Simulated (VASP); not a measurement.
Wanted: the native input for a VASP 6.6.1 run.

```yaml
Task: single point
Functional: r2SCAN
Potentials_or_basis: VASP PAW PBE potentials, release 64 (Sn_d)
Cutoff: 520 eV
k_mesh: 11 × 11 × 8
Occupations: fermi-dirac, width 0.1 eV
Spin: no spin polarisation
Dipole_correction: no
Further_INCAR_settings: ALGO = Normal; EDIFF = 1e-06; NBANDS = 21
```

Sn:

```
CELL_PARAMETERS angstrom
-2.94828 2.95040 1.58882
2.95040 -2.94828 1.58882
2.94605 2.94605 -1.58493
ATOMIC_POSITIONS crystal
Sn 0.00003 0.99997 0.00000
Sn 0.74997 0.25003 0.50000
```

These files were run (other wordings do the same):

POSCAR

```
Sn
1.0
   -2.9482820713      2.9504023647      1.5888172584
    2.9504023647     -2.9482820713      1.5888172584
    2.9460530987      2.9460530987     -1.5849306448
Sn
2
Direct
    0.0000251473      0.9999748527      0.0000000000
    0.7499748527      0.2500251473      0.5000000000
```

INCAR.step1

```
PREC     = Accurate       # precision mode
ENCUT    = 520            # plane-wave cutoff, eV
ISMEAR   = -1             # smearing method
SIGMA    = 0.1            # smearing width, eV
LREAL    = F              # projectors in reciprocal space
LASPH    = T              # aspherical terms in the spheres
NELM     = 60             # most SCF steps
NBANDS   = 21             # bands
GGA      = PE             # functional
ALGO     = Normal         # electronic algorithm
EDIFF    = 1E-4           # SCF threshold, eV
LWAVE    = T              # write WAVECAR
LCHARG   = F              # write CHGCAR
```

INCAR.step2

```
PREC     = Accurate       # precision mode
ENCUT    = 520            # plane-wave cutoff, eV
EDIFF    = 1E-6           # SCF threshold, eV
ISMEAR   = -1             # smearing method
SIGMA    = 0.1            # smearing width, eV
LREAL    = F              # projectors in reciprocal space
LASPH    = T              # aspherical terms in the spheres
NELM     = 60             # most SCF steps
ALGO     = Normal         # electronic algorithm
ISIF     = 2              # what is computed and relaxed
LWAVE    = F              # write WAVECAR
LCHARG   = T              # write CHGCAR
METAGGA  = R2SCAN         # meta-GGA
LMIXTAU  = T            
LELF     = T              # ELF
LVHAR    = T            
NBANDS   = 21             # bands
ISTART   = 1
```

KPOINTS

```
Automatic mesh
0
Gamma
  11 11 8
```

Potentials or basis: VASP PAW PBE potentials, release 64 (Sn_d).

The run is started by

```bash
$ cat potpaw_PBE.64/Sn_d/POTCAR > POTCAR
$ cp INCAR.step1 INCAR
$ mpirun -np 1 vasp_std > vasp.out
$ cp INCAR.step2 INCAR
$ mpirun -np 1 vasp_std > vasp.out
```

It gave:

```yaml
Pressure: 0.0 GPa
Band_gap_on_the_k_mesh: zero (band 14 reaches 9.18 eV, above the bottom of band 15 at 5.32 eV)
```

Caveat: the PAW data sets were made with another functional, which shifts forces and pressure a little; spin-orbit coupling is left out, which moves the levels of the heavy elements.

Wall time 14 min on 1 thread of Intel Xeon 6975P-C, with other jobs on the host, peak memory 0.39 GiB.
